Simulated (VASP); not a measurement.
**KTaO3: single point with r2SCAN**

The system is KTaO3.

```
K Ta O
1.0
     3.93028    0.00000    0.00000
     0.00000    3.93028    0.00000
     0.00000    0.00000    4.01258
K Ta O
1 1 3
Direct
  0.00000 0.00000 0.00000
  0.50000 0.50000 0.50000
  0.50000 0.50000 0.00000
  0.50000 0.00000 0.50000
  0.00000 0.50000 0.50000
```

This cell differs from its parent crystal: epitaxial xy strain -1.5%.

```json
{
 "Program": "VASP 6.6.1",
 "Task": "single point",
 "Functional": "r2SCAN",
 "Potentials or basis": "VASP PAW PBE potentials, release 64 (K_sv, Ta_pv, O)",
 "Cutoff": "520 eV",
 "k mesh": "6 × 6 × 6",
 "Occupations": "gaussian, width 0.01 eV",
 "Spin": "no spin polarisation",
 "Dipole correction": "no",
 "Further INCAR settings": "ALGO = Normal; EDIFF = 1e-07; NBANDS = 27"
}
```

```
Pressure               : 6.7 GPa
Band gap on the k mesh : 2.63 eV (least direct gap 3.27 eV)
```

Stress tensor (GPa, compression positive):
```
9.53 0.00 0.00
0.00 9.53 0.00
0.00 0.00 0.94
```

Levels at points of the mesh, in eV from the valence-band top:
```csv
k point,band 15,band 16,band 17,band 18,band 19,band 20,band 21,band 22,band 23,band 24
"(0.00, 0.00, 0.00)",-1.11,-1.11,-0.67,-0.64,-0.64,2.63,2.63,2.66,7.08,7.52
"(0.50, 0.00, 0.00)",-2.32,-2.20,-1.58,-0.91,-0.85,2.81,5.68,5.69,7.25,9.43
"(0.50, 0.50, 0.00)",-3.06,-1.69,-1.35,-1.35,-0.07,5.73,5.73,7.12,8.07,11.00
"(0.00, 0.00, 0.50)",-2.40,-2.28,-1.66,-0.92,-0.92,2.81,5.40,5.40,7.54,9.54
"(0.50, 0.00, 0.50)",-2.71,-1.70,-1.59,-1.58,-0.05,5.45,5.72,6.92,8.59,10.83
"(0.50, 0.50, 0.50)",-3.98,-3.98,-0.04,0.00,0.00,7.07,7.07,7.26,9.67,9.67
```

Wall time 7.4 min on 1 thread of Intel Xeon 8259CL, with other jobs on the host, peak memory 0.21 GiB.

Caveat: the cell differs from its parent crystal (epitaxial xy strain -1.5%); the stress differs along the axes, from 1 to 10 GPa; the PAW data sets were made with another functional, which shifts forces and pressure a little; spin-orbit coupling is left out, which moves the levels of the heavy elements. A k mesh can miss the band edges.
